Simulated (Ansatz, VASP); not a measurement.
Au in VASP and in Ansatz

```xyz
2
Lattice="2.9000 0.0000 0.0000 -1.4500 2.5115 0.0000 0.0000 0.0000 4.8800" Properties=species:S:1:pos:R:3 pbc="T T T"
Au   -0.4500    2.1243    3.6600
Au    1.4500    0.8372    1.2200
```

Alike in both runs: task single point; functional PBEsol; k mesh 18 × 18 × 10; occupations gaussian, width 0.15 eV; no spin polarisation.

|  | VASP | Ansatz |
| --- | --- | --- |
| version | VASP 6.6.1 | Ansatz 0.2.0 |
| potentials or method | VASP PAW PBE potentials, release 64 (Au), cutoff 520 eV | scalar-relativistic, plane waves, PAW |
| valence electrons in the cell | 22 | 38 |

Ansatz gave:

- gap on the k mesh at the Fermi level (eV): none
- pressure (GPa): -4.7
- traceless stress, the component that is largest in VASP (GPa): 2.53
- rms of the force components (eV/Å): 0.161

**Question.** What did VASP give for the same quantities?

**Answer.** gap on the k mesh at the Fermi level (eV): none; pressure (GPa): -5.0; traceless stress, the component that is largest in VASP (GPa): 2.51; rms of the force components (eV/Å): 0.160.

VASP's potentials were made for PBE, not for PBEsol. Atom by atom the forces differ by 0.001 eV/Å (rms over components). A gap of «none» marks a metal or a gap that the smearing closes. VASP's potentials hold 22 valence electrons a cell and Ansatz's 38, so a difference there can come from the potentials and not from the codes.

Neither program's run includes spin-orbit coupling.
